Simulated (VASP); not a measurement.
Wanted: the native input for a VASP 6.6.1 run.

```yaml
Task: relaxation of cell and atoms
Functional: PBE
Potentials_or_basis: VASP PAW PBE potentials, release 64 (Bi_d, Te)
Cutoff: 600 eV
k_mesh: 12 × 12 × 12
Occupations: gaussian, width 0.1 eV
Spin: no spin polarisation
Target_pressure: 4 GPa
Dipole_correction: no
Further_INCAR_settings: ALGO = Normal; EDIFF = 1e-07; IBRION = 2; EDIFFG = -0.008; NSW = 70; ISIF = 3
```

The structure of BiTe lies in POSCAR:

```
BiTe
1.0
    0.0000000000      3.1708361379      3.1708361379
    3.1708361379      0.0000000000      3.1708361379
    3.1708361379      3.1708361379      0.0000000000
Bi Te
1 1
Direct
    0.0000000000      0.0000000000      0.0000000000
    0.5000000000      0.5000000000      0.5000000000
```

These files were run (other wordings do the same):

INCAR

```
  ALGO = Normal
  EDIFF = 1E-7
  EDIFFG = -0.008
  ENCUT = 600
  GGA = PE
  IBRION = 2
  ISIF = 3
  ISMEAR = 0
  LASPH = T
  LCHARG = F
  LREAL = F
  LWAVE = F
  NELM = 60
  NSW = 70
  PREC = Accurate
  PSTRESS = 40.0
  SIGMA = 0.1
```

KPOINTS

```
k-points
0
Gamma
  12 12 12
```

Potentials or basis: VASP PAW PBE potentials, release 64 (Bi_d, Te).

Command:

```bash
$ cat potpaw_PBE.64/Bi_d/POTCAR potpaw_PBE.64/Te/POTCAR > POTCAR
$ mpirun -np 1 vasp_std > vasp.out
```

It gave:

```yaml
Relaxed_volume: 31.95 Å³/atom
Relaxed_cell: a = 4.488 Å, b = 4.488 Å, c = 4.488 Å, α = 60.00°, β = 60.00°, γ = 60.00°
Space_group_after_relaxing_to_0.1_Å: Fm-3m (No. 225)
Energy_change_on_relaxing_the_run_minimises_the_enthalpy: -1.9 meV/atom
Ionic_steps: 3
Pressure_after_relaxing: 4.0 GPa
Band_gap_on_the_k_mesh: zero (an odd number of electrons rules out a gap without spin polarisation)
```

Caveat: the cell is relaxed towards a set pressure, so the run minimises the enthalpy, not the energy; spin-orbit coupling is left out, which moves the levels of the heavy elements; an odd number of electrons without spin polarisation forces a metal; a magnetic or distorted state may lie lower.

Wall time 2.9 min on 1 thread of Intel Xeon 8259CL (shared host), peak memory 0.26 GiB.
